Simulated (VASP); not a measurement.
Write the native input for VASP 6.6.1 that does the following.

```yaml
Task: single point
Functional: r2SCAN
Potentials_or_basis: VASP PAW PBE potentials, release 64 (Mg, S)
Cutoff: 520 eV
k_mesh: 10 × 10 × 10
Occupations: fermi-dirac, width 0.02 eV
Spin: no spin polarisation
Dipole_correction: no
Further_INCAR_settings: ALGO = Normal; EDIFF = 1e-06; NBANDS = 11
```

MgS (Niningerite):

```
Mg S
1.0
     0.00000    2.65350    2.65350
     2.65350    0.00000    2.65350
     2.65350    2.65350    0.00000
Mg S
1 1
Cartesian
  0.0000 0.0000 0.0000
  2.6535 2.6535 2.6535
```

One way to write it, as run:

POSCAR

```
MgS
1.0
    0.0000000000      2.6535035000      2.6535035000
    2.6535035000      0.0000000000      2.6535035000
    2.6535035000      2.6535035000      0.0000000000
Mg S
1 1
Direct
    0.0000000000      0.0000000000      0.0000000000
    0.5000000000      0.5000000000      0.5000000000
```

INCAR.step1

```
ALGO     = Normal         # electronic algorithm
EDIFF    = 1E-4           # SCF threshold, eV
ENCUT    = 520            # plane-wave cutoff, eV
GGA      = PE             # functional
ISMEAR   = -1             # smearing method
LASPH    = T              # aspherical terms in the spheres
LCHARG   = F              # write CHGCAR
LREAL    = F              # projectors in reciprocal space
LWAVE    = T              # write WAVECAR
NBANDS   = 11             # bands
NELM     = 60             # most SCF steps
PREC     = Accurate       # precision mode
SIGMA    = 0.02           # smearing width, eV
```

INCAR.step2

```
ALGO     = Normal         # electronic algorithm
EDIFF    = 1E-6           # SCF threshold, eV
ENCUT    = 520            # plane-wave cutoff, eV
ISIF     = 2              # what is computed and relaxed
ISMEAR   = -1             # smearing method
ISTART   = 1            
LASPH    = T              # aspherical terms in the spheres
LCHARG   = F              # write CHGCAR
LMIXTAU  = T            
LREAL    = F              # projectors in reciprocal space
LWAVE    = F              # write WAVECAR
METAGGA  = R2SCAN         # meta-GGA
NBANDS   = 11             # bands
NELM     = 60             # most SCF steps
PREC     = Accurate       # precision mode
SIGMA    = 0.02           # smearing width, eV
```

KPOINTS

```
k-points
0
Gamma
  10 10 10
```

Potentials or basis: VASP PAW PBE potentials, release 64 (Mg, S).

The run is started by

```console
$ cat potpaw_PBE.64/Mg/POTCAR potpaw_PBE.64/S/POTCAR > POTCAR
$ cp INCAR.step1 INCAR
$ mpirun -np 1 vasp_std > vasp.out
$ cp INCAR.step2 INCAR
$ mpirun -np 1 vasp_std > vasp.out
```

Results of the run:

```
Pressure               : -4.6 GPa
Band gap on the k mesh : 3.30 eV, indirect (least direct gap 4.13 eV)
```

Caveat: the PAW data sets were made with another functional, which shifts forces and pressure a little.

It took 43 s on 1 thread of Intel(R) Xeon(R) Platinum 8559C (Emerald Rapids), with other jobs on the host, peak memory 0.17 GiB.
